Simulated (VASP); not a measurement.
# LiCl (Fm-3m) in VASP: settings compared, part 2 of 2

VASP 6.6.1. Earlier steps stand in the parts before.

### 3 Single point, PBEsol+D3(BJ)

This run uses another cell than the first one, of 15.37 Å³/atom, 1.005 times its volume.

Contents of INCAR:

```
PREC = Accurate
ENCUT = 520
EDIFF = 1E-6
ISMEAR = -1
SIGMA = 0.05
LREAL = F
LASPH = T
NELM = 100
ALGO = Normal
ISIF = 2
LWAVE = F
LCHARG = F
GGA = PS
IVDW = 12
NBANDS = 12
```

Contents of KPOINTS:

```
Automatic mesh
0
Gamma
  9 9 9
```

Contents of POSCAR:

```
LiCl
1.0
    0.0000000000      2.4864669138      2.4864669138
    2.4864669138      0.0000000000      2.4864669138
    2.4864669138      2.4864669138      0.0000000000
Cl Li
1 1
Direct
    0.5000000000      0.5000000000      0.5000000000
    0.0000000000      0.0000000000      0.0000000000
```

Potentials or basis: VASP PAW PBE potentials, release 64 (Cl, Li_sv).

Launch:

```sh
$ cat potpaw_PBE.64/Cl/POTCAR potpaw_PBE.64/Li_sv/POTCAR > POTCAR
$ mpirun -np 1 vasp_std > vasp.out
```

OUTCAR:

```text
PREC = Accurate
   ENCUT = 520
   EDIFF = 1E-6
   ISMEAR = -1
   LREAL = F
   LASPH = T
   NELM = 100
   ISIF = 2
   GGA = PS
   IVDW = 12
 IVDW          = 12

 ion  position               nearest neighbor table
   1  0.500  0.500  0.500-   2 2.49   2 2.49   2 2.49   2 2.49   2 2.49   2 2.49
   2  0.000  0.000  0.000-   1 2.49   1 2.49   1 2.49   1 2.49   1 2.49   1 2.49

  LATTYP: Found a face centered cubic cell.
 ALAT       =     4.9729338276

  Lattice vectors:

 A1 = (   0.0000000000,   2.4864669138,   2.4864669138)
 A2 = (   2.4864669138,   0.0000000000,   2.4864669138)
 A3 = (   2.4864669138,   2.4864669138,   0.0000000000)

Analysis of symmetry for initial positions (statically):
=====================================================================
 Subroutine PRICEL returns:
 Original cell was already a primitive cell.

 Routine SETGRP: Setting up the symmetry group for a
 face centered cubic supercell.

 Subroutine GETGRP returns: Found 48 space group operations
 (whereof 48 operations were pure point group operations)
 out of a pool of 48 trial point group operations.

The static configuration has the point symmetry O_h .

Analysis of symmetry for dynamics (positions and initial velocities):
[... 177 lines left out ...]
      8      13.1531      0.00000
      9      13.1531      0.00000
     10      16.1092      0.00000
     11      16.1095      0.00000
     12      16.2288      0.00000
[... 331 lines left out ...]
 k-point    24 :       0.4444    0.4444    0.0000
  band No.  band energies     occupation
      1     -41.3973      2.00000
      2     -11.4724      2.00000
      3      -2.0394      2.00000
      4      -0.0022      2.00000
      5      -0.0022      2.00000
      6       9.2740      0.00000
      7       9.3035      0.00000
      8      14.0672      0.00000
      9      15.7945      0.00000
     10      15.7945      0.00000
     11      18.6009      0.00000
     12      20.5689      0.00000

 [... further k-points ...]

------------------------ aborting loop because EDIFF is reached ----------------------------------------

 Edisp (eV)   -0.39838

 E8    (eV) :    -0.2361

  FORCE on cell =-STRESS in cart. coord.  units (eV):
  Direction    XX          YY          ZZ          XY          YZ          ZX
  --------------------------------------------------------------------------------------
  -------------------------------------------------------------------------------------
  Total      -0.00790    -0.00790    -0.00790     0.00000     0.00000     0.00000
  in kB      -0.41177    -0.41177    -0.41177     0.00000     0.00000     0.00000
  external pressure =       -0.41 kB  Pullay stress =        0.00 kB

 VOLUME and BASIS-vectors are now :
 -----------------------------------------------------------------------------
  energy-cutoff  :      520.00
  volume of cell :       30.75
      direct lattice vectors                 reciprocal lattice vectors
     0.000000000  2.486466914  2.486466914    -0.201088539  0.201088539  0.201088539
     2.486466914  0.000000000  2.486466914     0.201088539 -0.201088539  0.201088539
     2.486466914  2.486466914  0.000000000     0.201088539  0.201088539 -0.201088539

 POSITION                                       TOTAL-FORCE (eV/Angst)
 -----------------------------------------------------------------------------------
      2.48647      2.48647      2.48647         0.000000      0.000000      0.000000
      0.00000      0.00000      0.00000        -0.000000     -0.000000     -0.000000
 -----------------------------------------------------------------------------------
    total drift:                                0.000000      0.000000      0.000000

  FREE ENERGIE OF THE ION-ELECTRON SYSTEM (eV)
  ---------------------------------------------------
  free  energy   TOTEN  =        -8.0259509136 eV

  energy  without entropy=       -8.0259509136  energy(sigma->0) =       -8.02595091
```

stdout:

```text
POSCAR found type information on POSCAR ClLi
 POSCAR found :  2 types and       2 ions
 scaLAPACK will be used
 -----------------------------------------------------------------------------
|                                                                             |
|                                                                             |
|     You enforced a specific xc type in the INCAR file but a different       |
|     I HOPE YOU KNOW WHAT YOU ARE DOING!                                     |
|                                                                             |
 -----------------------------------------------------------------------------

 LDA part: xc-table for (Slater+PW92), standard interpolation
 POSCAR, INCAR and KPOINTS ok, starting setup
 FFT: planning ... GRIDC
 FFT: planning ... GRID_SOFT
 FFT: planning ... GRID
 WAVECAR not read
 entering main loop
```

It took 10 s on 1 thread of AMD EPYC 7R13 (Zen 3), shared host; peak memory 0.13 GiB.

Results:

- Free energy: -8.0260 eV
- Band gap on the k mesh: 6.70 eV, indirect (the least direct gap lies 4.6 meV higher)
- Dispersion energy per atom: -0.199 eV

Levels at points of the mesh, in eV from the valence-band top:
| k point | band 2 | band 3 | band 4 | band 5 | band 6 | band 7 | band 8 | band 9 |
| --- | --- | --- | --- | --- | --- | --- | --- | --- |
| (0.00, 0.00, 0.00) | -13.75 | 0.00 | 0.00 | 0.00 | 6.70 | 11.88 | 11.88 | 11.88 |

Caveat: the cutoff is under 1.25 times the usual one of these potentials, so pressure, stress and relaxed cells hold a basis-set (Pulay) error; the PAW data sets were made with another functional, which shifts forces and pressure a little.

### 4 Single point, LDA

This run uses another cell than the first one, of 16.87 Å³/atom, 1.103 times its volume.

Contents of INCAR:

```
ALGO = Normal ; EDIFF = 1E-7
ENCUT = 520 ; ISIF = 2
ISMEAR = -1 ; LASPH = T
LCHARG = F ; LREAL = F
LWAVE = F ; NBANDS = 12
NELM = 100 ; PREC = Accurate
SIGMA = 0.05
```

Contents of KPOINTS:

```
k-points
0
Gamma
  9 9 9
```

Contents of POSCAR:

```
LiCl
1.0
    0.0000000000      2.5647700000      2.5647700000
    2.5647700000      0.0000000000      2.5647700000
    2.5647700000      2.5647700000      0.0000000000
Cl Li
1 1
Direct
    0.5000000000      0.5000000000      0.5000000000
    0.0000000000      0.0000000000      0.0000000000
```

Potentials or basis: VASP PAW LDA potentials, release 64 (Cl, Li_sv).

Launch:

```sh
$ cat potpaw_LDA.64/Cl/POTCAR potpaw_LDA.64/Li_sv/POTCAR > POTCAR
$ mpirun -np 1 vasp_std > vasp.out
```

It took 10 s on 1 thread of AMD EPYC 7R13 (Zen 3), shared host; peak memory 0.11 GiB.

It converged, with:

| Item | Value |
| --- | --- |
| Free energy | -8.0620 eV |
| Band gap on the k mesh | 6.00 eV, direct |

Levels at points of the mesh, in eV from the valence-band top:
```
           k point  band 3  band 4  band 5  band 6  band 7  band 8
(0.00, 0.00, 0.00)    0.00    0.00    0.00    6.00   11.74   11.74
```

Caveat: the cutoff is under 1.25 times the usual one of these potentials, so pressure, stress and relaxed cells hold a basis-set (Pulay) error.

### 5 Summary

```tsv
level	potentials or basis	cell	gap on the mesh (eV)
LDA	VASP PAW LDA potentials, release 64 (Cl, Li_sv)	a = 3.511 Å, angles 60.0°, 2 atoms	6.56
PBEsol+D3(BJ)	VASP PAW PBE potentials, release 64 (Cl, Li_sv)	a = 3.516 Å, angles 60.0°, 2 atoms	6.70
LDA	VASP PAW LDA potentials, release 64 (Cl, Li_sv)	a = 3.627 Å, angles 60.0°, 2 atoms	6.00
```

Alike in all rows: task single point; no spin polarisation; k mesh 9 × 9 × 9; cutoff (eV) 520; smearing fermi-dirac 0.05 eV.

Caveats: the cutoff is under 1.25 times the usual one of these potentials, so pressure, stress and relaxed cells hold a basis-set (Pulay) error; the PAW data sets were made with another functional, which shifts forces and pressure a little (some runs).

Absolute energies hang on the potentials; compare differences alone.
